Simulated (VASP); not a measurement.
# SnO2 in VASP: a series of runs

The runs below take SnO2 through single point, with PBE.

Program: VASP 6.6.1. These are calculated values, not measurements. Logs are shortened: lines on timing, memory, paths and dates and some standing lists are left out, and cuts for length are marked.

## (1) The cell of the first run

The typed cell holds 6 atoms: a = 4.854 Å, b = 4.854 Å, c = 3.203 Å, α = 90.00°, β = 90.00°, γ = 90.00°.

## (2) Single point, PBE

File INCAR:

```
PREC = Accurate
ENCUT = 520
EDIFF = 1E-6
ISMEAR = 0
SIGMA = 0.05
LREAL = False
LASPH = True
NELM = 60
ALGO = Normal
ISIF = 2
LWAVE = False
LCHARG = False
GGA = PE
NBANDS = 35
```

File KPOINTS:

```
regular mesh
0
Gamma
  6 6 8
```

File POSCAR:

```
SnO2
1.0
    4.8539386023      0.0000000000      0.0000000000
    0.0000000000      4.8539523402      0.0000000000
    0.0000000000      0.0000000000      3.2031140837
Sn O
2 4
Direct
    0.5000000000      0.5000000000      0.5000000000
    0.0000000000      0.0000000000      0.0000000000
    0.3065724418      0.3066303342      0.0000000000
    0.8065724418      0.1933696658      0.5000000000
    0.1934275582      0.8066303342      0.5000000000
    0.6934275582      0.6933696658      0.0000000000
```

Potentials or basis: VASP PAW PBE potentials, release 64 (Sn_d, O).

Started as:

```sh
$ cat potpaw_PBE.64/Sn_d/POTCAR potpaw_PBE.64/O/POTCAR > POTCAR
$ mpirun -np 1 vasp_std > vasp.out
```

OUTCAR:

```text
PREC = Accurate
   ENCUT = 520
   EDIFF = 1E-6
   ISMEAR = 0
   LREAL = False
   LASPH = True
   NELM = 60
   ISIF = 2
   GGA = PE

 ion  position               nearest neighbor table
   1  0.500  0.500  0.500-   3 2.08   6 2.08   3 2.08   6 2.08   5 2.10   4 2.10
   2  0.000  0.000  0.000-   4 2.08   5 2.08   4 2.08   5 2.08   3 2.10   6 2.10
   3  0.307  0.307  0.000-   1 2.08   1 2.08   2 2.10
   4  0.807  0.193  0.500-   2 2.08   2 2.08   1 2.10
   5  0.193  0.807  0.500-   2 2.08   2 2.08   1 2.10
   6  0.693  0.693  0.000-   1 2.08   1 2.08   2 2.10

  LATTYP: Found a simple tetragonal cell.
 ALAT       =     4.8539386023
 C/A-ratio  =     0.6599000000

  Lattice vectors:

 A1 = (   4.8539386023,   0.0000000000,   0.0000000000)
 A2 = (   0.0000000000,   4.8539523402,   0.0000000000)
 A3 = (   0.0000000000,   0.0000000000,   3.2031140837)

Analysis of symmetry for initial positions (statically):
=====================================================================
 Subroutine PRICEL returns:
 Original cell was already a primitive cell.

 Routine SETGRP: Setting up the symmetry group for a
 simple tetragonal supercell.

 Subroutine GETGRP returns: Found  8 space group operations
 (whereof  4 operations were pure point group operations)
 out of a pool of 16 trial point group operations.

The static configuration has the point symmetry C_2h.
 The point group associated with its full space group is D_2h.

Analysis of symmetry for dynamics (positions and initial velocities):
=====================================================================
 Subroutine PRICEL returns:
 Original cell was already a primitive cell.

 Routine SETGRP: Setting up the symmetry group for a
 simple tetragonal supercell.

 Subroutine GETGRP returns: Found  8 space group operations
 (whereof  4 operations were pure point group operations)
 out of a pool of 16 trial point group operations.

The dynamic configuration has the point symmetry C_2h.
 The point group associated with its full space group is D_2h.

 Subroutine INISYM returns: Found  8 space group operations
 (whereof  4 operations are pure point group operations),
 and found     1 'primitive' translations

----------------------------------------------------------------------------------------

                                     Primitive cell

  volume of cell :      75.4679

  direct lattice vectors                    reciprocal lattice vectors
     4.853938602  0.000000000  0.000000000     0.206018263  0.000000000  0.000000000
     0.000000000  4.853952340  0.000000000     0.000000000  0.206017680  0.000000000
     0.000000000  0.000000000  3.203114084     0.000000000  0.000000000  0.312196186

  length of vectors
     4.853938602  4.853952340  3.203114084     0.206018263  0.206017680  0.312196186

  position of ions in fractional coordinates (direct lattice)
     0.500000000  0.500000000  0.500000000
     0.000000000  0.000000000  0.000000000
     0.306572442  0.306630334  0.000000000
     0.806572442  0.193369666  0.500000000
     0.193427558  0.806630334  0.500000000
     0.693427558  0.693369666  0.000000000

  ion indices of the primitive-cell ions
   primitive index   ion index
                 1           1
                 2           2
                 3           3
                 4           4
                 5           5
                 6           6

----------------------------------------------------------------------------------------

 KPOINTS: regular mesh

Automatic generation of k-mesh.
 Grid dimensions read from file:
 generate k-points for:    6    6    8

 Generating k-lattice:

  Cartesian coordinates                     Fractional coordinates (reciprocal lattice)
     0.034336377  0.000000000  0.000000000     0.166666667  0.000000000  0.000000000
     0.000000000  0.034336280  0.000000000     0.000000000  0.166666667  0.000000000
     0.000000000  0.000000000  0.039024523     0.000000000  0.000000000  0.125000000

  Length of vectors
     0.034336377  0.034336280  0.039024523

  Shift w.r.t. Gamma in fractional coordinates (k-lattice)
     0.000000000  0.000000000  0.000000000

 Subroutine IBZKPT returns following result:
 ===========================================

 Found     80 irreducible k-points:

 Following reciprocal coordinates:
            Coordinates               Weight
  0.000000  0.000000  0.000000      1.000000
  0.166667  0.000000  0.000000      2.000000
  0.000000  0.166667  0.000000      2.000000
  0.333333  0.000000  0.000000      2.000000
  0.000000  0.333333  0.000000      2.000000
  0.500000  0.000000  0.000000      1.000000
[... 16 lines left out ...]
  0.000000  0.500000  0.125000      2.000000
  0.166667  0.166667  0.125000      8.000000
 [... further k-points ...]
   k-points           NKPTS =     80   k-points in BZ     NKDIM =     80   number of bands    NBANDS=     35
   number of dos      NEDOS =    301   number of ions     NIONS =      6
   total plane-waves  NPLWV =  31104
   dimension x,y,z NGX =    36 NGY =   36 NGZ =   24
   dimension x,y,z NGXF=    72 NGYF=   72 NGZF=   48
   ions per type =               2   4
   NGX,Y,Z   is equivalent  to a cutoff of  12.33, 12.33, 12.46 a.u.
   NGXF,Y,Z  is equivalent  to a cutoff of  24.66, 24.66, 24.91 a.u.
 SYSTEM =  unknown system
   PREC   = accura    normal or accurate (medium, high low for compatibility)
   ISTART =      0    job   : 0-new  1-cont  2-samecut
   ICHARG =      2    charge: 1-file 2-atom 10-const
   ISPIN  =      1    spin polarized calculation?
   LNONCOLLINEAR =      F non collinear calculations
   LSORBIT =      F    spin-orbit coupling
   LASPH  =      T    aspherical Exc in radial PAW
   ENCUT  =  520.0 eV  38.22 Ry    6.18 a.u.   9.03  9.03  5.96*2*pi/ulx,y,z
   NELM   =     60;   NELMIN=  2; NELMDL= -5     # of ELM steps
   EDIFF  = 0.1E-05   stopping-criterion for ELM
   LREAL  =      F    real-space projection
   EDIFFG = 0.1E-04   stopping-criterion for IOM
   NSW    =      0    number of steps for IOM
   IBRION =     -1    ionic relax: 0-MD 1-quasi-New 2-CG
   NFREE  =      0    steps in history (QN), initial steepest desc. (CG)
   ISIF   =      2    stress and relaxation
   ISYM   =      2    0-nonsym 1-usesym 2-fastsym
   POTIM  = 0.5000    time-step for ionic-motion
   TEBEG  =    0.0;   TEEND  =   0.0 temperature during run
   PSTRESS=    0.0 pullay stress
   NELECT =      52.0000    total number of electrons
   NUPDOWN=      -1.0000    fix difference up-down
   EMIN   =  10.00;   EMAX   =-10.00  energy-range for DOS
   EFERMI =   0.00;   METHOD = LEGACY
   ISMEAR =     0;   SIGMA  =   0.05  broadening in eV -4-tet -1-fermi 0-gaus
   EFERMI_NEDOS =   21; number of points for ismear=-14 and -15
   IALGO  =     38    algorithm
   IMIX   =      4    mixing-type and parameters
     AMIX     =   0.40;   BMIX     =  1.00
     AMIX_MAG =   1.60;   BMIX_MAG =  1.00
  volume/ion in A,a.u.               =      12.58        84.88
  Fermi-wavevector in a.u.,A,eV,Ry     =   1.445956  2.732461 28.446926  2.090790
  Thomas-Fermi vector in A             =   2.564080
   LORBIT       =      0    0 simple, 1 ext, 2 COOP (PROOUT), +10 PAW based schemes
   GGA     = PE    functional components
   LHFCALC =     F    Hartree Fock is set to
   AEXX    =    0.0000 exact exchange contribution
   IVDW    =     0    specifies the selected vdW correction
   LEPSILON=     F    determine dielectric tensor
   LRPA    =     F    only Hartree local field effects (RPA)
 non-spin polarized calculation
 Gauss-broadening in eV      SIGMA  =   0.05
  energy-cutoff  :      520.00
  volume of cell :       75.47
 maximum number of plane-waves:      2052
   NGX = 19   NGY = 19   NGZ = 11

 number of electron      52.0000001 magnetization

 Free energy of the ion-electron system (eV)
  ---------------------------------------------------
  ext. energy  EPLUGINS =         0.00000000
  ---------------------------------------------------
  free energy    TOTEN  =       -37.30103483 eV

  energy without entropy =      -37.30103483  energy(sigma->0) =      -37.30103483

 E-fermi :   5.8377     XC(G=0): -10.9675

 val. band max:        5.5229594370   @ k =   0.0000   0.0000   0.0000
 cond. band min:       6.2550664605   @ k =   0.0000   0.0000   0.0000
 fundamental gap:      0.7321070234
 Fermi energy:         5.8376812369

 k-point     1 :       0.0000    0.0000    0.0000
  band No.  band energies     occupation
      1     -15.5227      2.00000
      2     -14.8805      2.00000
      3     -14.6499      2.00000
      4     -14.6219      2.00000
      5     -14.6219      2.00000
      6     -14.5410      2.00000
[... 27 lines left out ...]
     34      16.8999      0.00000
     35      17.7688      0.00000

 k-point     2 :       0.1667    0.0000    0.0000
  band No.  band energies     occupation
      1     -15.4861      2.00000
      2     -14.9215      2.00000
      3     -14.6486      2.00000
      4     -14.6205      2.00000
      5     -14.6204      2.00000
      6     -14.5702      2.00000
[... 27 lines left out ...]
     34      17.0024      0.00000
     35      17.7502      0.00000

 k-point     3 :       0.0000    0.1667    0.0000
  band No.  band energies     occupation
      1     -15.4861      2.00000
      2     -14.9215      2.00000
      3     -14.6486      2.00000
      4     -14.6205      2.00000
      5     -14.6204      2.00000
      6     -14.5702      2.00000
[... 27 lines left out ...]
     34      17.0017      0.00000
     35      17.7499      0.00000

 k-point     4 :       0.3333    0.0000    0.0000
  band No.  band energies     occupation
      1     -15.3807      2.00000
      2     -15.0486      2.00000
      3     -14.6445      2.00000
      4     -14.6176      2.00000
      5     -14.6175      2.00000
      6     -14.6131      2.00000
[... 27 lines left out ...]
     34      17.3864      0.00000
     35      17.7288      0.00000

 k-point     5 :       0.0000    0.3333    0.0000
  band No.  band energies     occupation
      1     -15.3808      2.00000
      2     -15.0486      2.00000
      3     -14.6445      2.00000
      4     -14.6176      2.00000
      5     -14.6175      2.00000
      6     -14.6131      2.00000
[... 638 lines left out ...]
 k-point    22 :       0.5000    0.0000    0.1250
  band No.  band energies     occupation
      1     -15.1853      2.00000
      2     -15.1853      2.00000
      3     -14.7435      2.00000
      4     -14.7435      2.00000
      5     -14.5866      2.00000
      6     -14.5866      2.00000
[... 27 lines left out ...]
     34      17.6232      0.00000
     35      17.7917      0.00000

 k-point    23 :       0.0000    0.5000    0.1250
  band No.  band energies     occupation
      1     -15.1853      2.00000
      2     -15.1853      2.00000
      3     -14.7435      2.00000
      4     -14.7435      2.00000
      5     -14.5866      2.00000
      6     -14.5866      2.00000
[... 27 lines left out ...]
     34      17.6268      0.00000
     35      17.7913      0.00000

 k-point    24 :       0.1667    0.1667    0.1250
  band No.  band energies     occupation
      1     -15.3944      2.00000
      2     -14.9263      2.00000
      3     -14.7528      2.00000
      4     -14.7383      2.00000
      5     -14.6178      2.00000
      6     -14.5578      2.00000
[... 27 lines left out ...]
     34      17.2695      0.00000
     35      17.6960      0.00000

 [... further k-points ...]

------------------------ aborting loop because EDIFF is reached ----------------------------------------

  FORCE on cell =-STRESS in cart. coord.  units (eV):
  Direction    XX          YY          ZZ          XY          YZ          ZX
  --------------------------------------------------------------------------------------
  -------------------------------------------------------------------------------------
  Total        0.0159354      0.0169464      1.7383944      0.0000000      0.0000000      0.0000000
  in kB        0.3383069      0.3597708     36.9059770      0.0000000      0.0000000      0.0000000
  external PRESSURE =      12.5346849 kB  Pullay stress =       0.0000000 kB

 VOLUME and BASIS-vectors are now :
 -----------------------------------------------------------------------------
  energy-cutoff  :      520.00
  volume of cell :       75.47
      direct lattice vectors                 reciprocal lattice vectors
     4.853938602  0.000000000  0.000000000     0.206018263  0.000000000  0.000000000
     0.000000000  4.853952340  0.000000000     0.000000000  0.206017680  0.000000000
     0.000000000  0.000000000  3.203114084     0.000000000  0.000000000  0.312196186

 POSITION                                       TOTAL-FORCE (eV/Angst)
 -----------------------------------------------------------------------------------
      2.42697      2.42698      1.60156         0.000000      0.000000      0.000000
      0.00000      0.00000      0.00000         0.000000      0.000000      0.000000
      1.48808      1.48837      0.00000        -0.038359     -0.038541     -0.000000
      3.91505      0.93861      1.60156        -0.038359      0.038541     -0.000000
      0.93889      3.91535      1.60156         0.038359     -0.038541      0.000000
      3.36585      3.36558      0.00000         0.038359      0.038541      0.000000
 -----------------------------------------------------------------------------------
    total drift:                                0.000000      0.000000      0.000000

  FREE ENERGIE OF THE ION-ELECTRON SYSTEM (eV)
  ---------------------------------------------------
  free  energy   TOTEN  =       -37.3010348263 eV

  energy  without entropy=      -37.3010348263  energy(sigma->0) =      -37.30103483
```

Run time: 58 s. Hardware: 1 thread of Intel Xeon 6975P-C (Granite Rapids), shared host; peak memory 0.29 GiB.

What came out:

| Quantity | Value |
| --- | --- |
| Free energy | -37.3010 eV |
| Pressure | 1.3 GPa |
| Largest force | 0.054 eV/Å |
| Band gap on the k mesh | 0.73 eV |

Forces on the atoms (eV/Å):
```
Sn   0.000  0.000  0.000
Sn   0.000  0.000  0.000
O   -0.038 -0.039  0.000
O   -0.038  0.039  0.000
O    0.038 -0.039  0.000
O    0.038  0.039  0.000
```

Levels at points of the mesh, in eV from the valence-band top:
```tsv
k point	band 23	band 24	band 25	band 26	band 27	band 28	band 29	band 30
(0.00, 0.00, 0.00)	-1.22	-0.76	-0.76	0.00	0.73	5.83	6.17	6.17
(0.50, 0.00, 0.00)	-1.17	-1.17	-0.62	-0.62	3.90	3.90	6.92	6.92
(0.00, 0.50, 0.00)	-1.17	-1.17	-0.62	-0.62	3.90	3.90	6.93	6.93
(0.50, 0.50, 0.00)	-1.28	-1.28	-0.88	-0.88	4.32	4.32	7.23	7.23
(0.00, 0.00, 0.50)	-1.52	-1.52	-1.19	-1.19	5.61	5.61	9.32	9.32
(0.50, 0.00, 0.50)	-1.03	-1.03	-0.78	-0.78	5.85	5.85	7.52	7.52
(0.00, 0.50, 0.50)	-1.03	-1.03	-0.78	-0.78	5.85	5.85	7.52	7.52
(0.50, 0.50, 0.50)	-0.93	-0.93	-0.80	-0.80	4.35	4.35	8.60	8.60
```

Caveat: spin-orbit coupling is left out, which moves the levels of the heavy elements.

(Continued in part 2 of 2.)
